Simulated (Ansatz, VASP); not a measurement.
Two plane-wave programs on C

```
C
1.0
     2.48855    0.00000    0.00000
    -1.24427    2.15515    0.00000
     0.00000    0.00000   24.45155
C
4
Direct
  0.66667 0.33333 0.57048
  0.33333 0.66667 0.42952
  0.00000 0.00000 0.42953
  0.00000 0.00000 0.57047
```

Alike in both runs: task single point; functional r2SCAN; k mesh 12 × 12 × 2; occupations fermi-dirac, width 0.05 eV; no spin polarisation.

|  | VASP | Ansatz |
| --- | --- | --- |
| version | VASP 6.6.1 | Ansatz 0.2.0 |
| potentials or method | VASP PAW PBE potentials, release 64 (C) | Ansatz PAW |
| plane-wave cutoff (eV) | 520 | 500 |
| valence electrons in the cell | 16 | 16 |

|  | VASP | Ansatz | Ansatz less VASP |
| --- | --- | --- | --- |
| gap on the k mesh at the Fermi level (eV) | none | none | - |
| rms of the force components (eV/Å) | 0.005 | 0.005 | 0.0000 |

VASP's potentials were made for PBE, not for r2SCAN. Atom by atom the forces differ by 0.000 eV/Å (rms over components). A gap of «none» marks a metal or a gap that the smearing closes.
